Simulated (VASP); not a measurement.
# AlRu (P4/mmm) in VASP: further runs

The runs below take AlRu through single point, with PBEsol.

Program: VASP 6.6.1. These are calculated values, not measurements. Logs are shortened: lines on timing, memory, paths and dates and some standing lists are left out, and cuts for length are marked.

### 1 The cell of the first run

The structure is tetragonal, space group P4/mmm (No. 123). Conventional cell: a = 2.992 Å, b = 2.992 Å, c = 3.096 Å, α = 90.00°, β = 90.00°, γ = 90.00°. Within 3.5 Å of Al (site symmetry 4/mmm) lie 8 Ru at 2.62 Å and 6 Al at 2.99 to 3.10 Å. Within 3.5 Å of Ru (site symmetry 4/mmm) lie 8 Al at 2.62 Å and 6 Ru at 2.99 to 3.10 Å.

### 2 Single point, PBEsol (strain +0.0350 x Voigt [0, 0, 1, 0, 0, 0])

File INCAR:

```
PREC = Accurate
ENCUT = 520
EDIFF = 1E-6
ISMEAR = 0
SIGMA = 0.15
LREAL = False
LASPH = True
NELM = 100
ALGO = Fast
ISIF = 2
LWAVE = False
LCHARG = False
GGA = PS
NBANDS = 16
```

File KPOINTS:

```
regular mesh
0
Gamma
  16 16 16
```

File POSCAR:

```
AlRu
1.0
    2.9916000000      0.0000000000      0.0000000000
    0.0000000000      2.9916000000      0.0000000000
    0.0000000000      0.0000000000      3.0963060000
Al Ru
1 1
Direct
    0.0000000000      0.0000000000      0.0000000000
    0.5000000000      0.5000000000      0.5000000000
```

Potentials or basis: VASP PAW PBE potentials, release 64 (Al, Ru_pv).

Run with:

```
> cat potpaw_PBE.64/Al/POTCAR potpaw_PBE.64/Ru_pv/POTCAR > POTCAR
> mpirun -np 1 vasp_std > vasp.out
```

OUTCAR:

```text
PREC = Accurate
   ENCUT = 520
   EDIFF = 1E-6
   ISMEAR = 0
   LREAL = False
   LASPH = True
   NELM = 100
   ISIF = 2
   GGA = PS

 ion  position               nearest neighbor table
   1  0.000  0.000  0.000-   2 2.62   2 2.62   2 2.62   2 2.62   2 2.62   2 2.62   2 2.62   2 2.62

   2  0.500  0.500  0.500-   1 2.62   1 2.62   1 2.62   1 2.62   1 2.62   1 2.62   1 2.62   1 2.62

  LATTYP: Found a simple tetragonal cell.
 ALAT       =     2.9916000000
 C/A-ratio  =     1.0350000000

  Lattice vectors:

 A1 = (   2.9916000000,   0.0000000000,   0.0000000000)
 A2 = (   0.0000000000,   2.9916000000,   0.0000000000)
 A3 = (   0.0000000000,   0.0000000000,   3.0963060000)

Analysis of symmetry for initial positions (statically):
=====================================================================
 Subroutine PRICEL returns:
 Original cell was already a primitive cell.

 Routine SETGRP: Setting up the symmetry group for a
 simple tetragonal supercell.

 Subroutine GETGRP returns: Found 16 space group operations
 (whereof 16 operations were pure point group operations)
 out of a pool of 16 trial point group operations.

The static configuration has the point symmetry D_4h.

Analysis of symmetry for dynamics (positions and initial velocities):
=====================================================================
 Subroutine PRICEL returns:
 Original cell was already a primitive cell.

 Routine SETGRP: Setting up the symmetry group for a
 simple tetragonal supercell.

 Subroutine GETGRP returns: Found 16 space group operations
 (whereof 16 operations were pure point group operations)
 out of a pool of 16 trial point group operations.

The dynamic configuration has the point symmetry D_4h.

 Subroutine INISYM returns: Found 16 space group operations
 (whereof 16 operations are pure point group operations),
 and found     1 'primitive' translations

----------------------------------------------------------------------------------------

                                     Primitive cell

  volume of cell :      27.7109

  direct lattice vectors                    reciprocal lattice vectors
     2.991600000  0.000000000  0.000000000     0.334269287  0.000000000  0.000000000
     0.000000000  2.991600000  0.000000000     0.000000000  0.334269287  0.000000000
     0.000000000  0.000000000  3.096306000     0.000000000  0.000000000  0.322965495

  length of vectors
[... 81 lines left out ...]
   NELM   =    100;   NELMIN=  2; NELMDL= -5     # of ELM steps
   EDIFF  = 0.1E-05   stopping-criterion for ELM
   LREAL  =      F    real-space projection
   EDIFFG = 0.1E-04   stopping-criterion for IOM
   NSW    =      0    number of steps for IOM
   IBRION =     -1    ionic relax: 0-MD 1-quasi-New 2-CG
   NFREE  =      0    steps in history (QN), initial steepest desc. (CG)
   ISIF   =      2    stress and relaxation
   ISYM   =      2    0-nonsym 1-usesym 2-fastsym
   POTIM  = 0.5000    time-step for ionic-motion
   TEBEG  =    0.0;   TEEND  =   0.0 temperature during run
   PSTRESS=    0.0 pullay stress
   NELECT =      17.0000    total number of electrons
   NUPDOWN=      -1.0000    fix difference up-down
   EMIN   =  10.00;   EMAX   =-10.00  energy-range for DOS
   EFERMI =   0.00;   METHOD = LEGACY
   ISMEAR =     0;   SIGMA  =   0.15  broadening in eV -4-tet -1-fermi 0-gaus
   EFERMI_NEDOS =   21; number of points for ismear=-14 and -15
   IALGO  =     68    algorithm
   IMIX   =      4    mixing-type and parameters
     AMIX     =   0.40;   BMIX     =  1.00
     AMIX_MAG =   1.60;   BMIX_MAG =  1.00
  volume/ion in A,a.u.               =      13.86        93.50
  Fermi-wavevector in a.u.,A,eV,Ry     =   1.391044  2.628692 26.327315  1.935003
  Thomas-Fermi vector in A             =   2.514921
   LORBIT       =      0    0 simple, 1 ext, 2 COOP (PROOUT), +10 PAW based schemes
   GGA     = PS    functional components
   LHFCALC =     F    Hartree Fock is set to
   AEXX    =    0.0000 exact exchange contribution
   IVDW    =     0    specifies the selected vdW correction
   LEPSILON=     F    determine dielectric tensor
   LRPA    =     F    only Hartree local field effects (RPA)
 non-spin polarized calculation
 RMM-DIIS sequential band-by-band and
 Gauss-broadening in eV      SIGMA  =   0.15
  energy-cutoff  :      520.00
  volume of cell :       27.71
 maximum number of plane-waves:       762
 NGX is ok and might be reduce to    24
   NGX = 11   NGY = 11   NGZ = 11

 number of electron      16.9999998 magnetization

 Free energy of the ion-electron system (eV)
  ---------------------------------------------------
  ext. energy  EPLUGINS =         0.00000000
  ---------------------------------------------------
  free energy    TOTEN  =       -15.47508061 eV

  energy without entropy =      -15.45524078  energy(sigma->0) =      -15.46516070

 E-fermi :  10.1431     XC(G=0): -12.5106

 val. band max:       10.1338746367   @ k =   0.4375   0.1875   0.2500
 cond. band min:      10.1501532273   @ k =   0.1250   0.0625   0.2500
 fundamental gap:      0.0162785906
 Fermi energy:        10.1430539036

 k-point     1 :       0.0000    0.0000    0.0000
  band No.  band energies     occupation
      1     -31.6023      2.00000
      2     -31.5663      2.00000
      3     -31.5663      2.00000
      4       0.6359      2.00000
      5       6.7000      2.00000
      6       6.7178      2.00000
[... 433 lines left out ...]
      3     -31.5780      2.00000
      4       4.7705      2.00000
      5       4.7855      2.00000
      6       7.6868      2.00000
[... 8 lines left out ...]
     15      21.7974      0.00000
     16      22.1367      0.00000

 [... further k-points ...]

------------------------ aborting loop because EDIFF is reached ----------------------------------------

  FORCE on cell =-STRESS in cart. coord.  units (eV):
  Direction    XX          YY          ZZ          XY          YZ          ZX
  --------------------------------------------------------------------------------------
  -------------------------------------------------------------------------------------
  Total       -1.3809665     -1.3809665     -2.2676763      0.0000000      0.0000000     -0.0000000
  in kB      -79.8440940    -79.8440940   -131.1114796      0.0000000      0.0000000     -0.0000000
  external PRESSURE =     -96.9332225 kB  Pullay stress =       0.0000000 kB

 VOLUME and BASIS-vectors are now :
 -----------------------------------------------------------------------------
  energy-cutoff  :      520.00
  volume of cell :       27.71
      direct lattice vectors                 reciprocal lattice vectors
     2.991600000  0.000000000  0.000000000     0.334269287  0.000000000  0.000000000
     0.000000000  2.991600000  0.000000000     0.000000000  0.334269287  0.000000000
     0.000000000  0.000000000  3.096306000     0.000000000  0.000000000  0.322965495

 POSITION                                       TOTAL-FORCE (eV/Angst)
 -----------------------------------------------------------------------------------
      0.00000      0.00000      0.00000         0.000000      0.000000      0.000000
      1.49580      1.49580      1.54815         0.000000      0.000000      0.000000
 -----------------------------------------------------------------------------------
    total drift:                                0.000000     -0.000000     -0.000000

  FREE ENERGIE OF THE ION-ELECTRON SYSTEM (eV)
  ---------------------------------------------------
  free  energy   TOTEN  =       -15.4750806148 eV

  energy  without entropy=      -15.4552407762  energy(sigma->0) =      -15.46516070
```

stdout:

```text
POSCAR found type information on POSCAR AlRu
 POSCAR found :  2 types and       2 ions
 scaLAPACK will be used
 -----------------------------------------------------------------------------
|                                                                             |
|                                                                             |
|     You enforced a specific xc type in the INCAR file but a different       |
|     I HOPE YOU KNOW WHAT YOU ARE DOING!                                     |
|                                                                             |
 -----------------------------------------------------------------------------

 LDA part: xc-table for (Slater+PW92), standard interpolation
 POSCAR, INCAR and KPOINTS ok, starting setup
 FFT: planning ... GRIDC
 FFT: planning ... GRID_SOFT
 FFT: planning ... GRID
 WAVECAR not read
 entering main loop
```

It took 46 s on 1 thread of Intel Xeon 6975P-C (Granite Rapids), shared host; peak memory 0.28 GiB.

Results:

- Free energy: -15.4751 eV
- Pressure: -9.7 GPa
- Band gap on the k mesh: zero (an odd number of electrons rules out a gap without spin polarisation)

Caveat: the cell differs from its parent crystal (strain +0.0350 x Voigt [0, 0, 1, 0, 0, 0]); the cell stands under tension; the PAW data sets were made with another functional, which shifts forces and pressure a little.

(Part 1 of 2 ends here.)
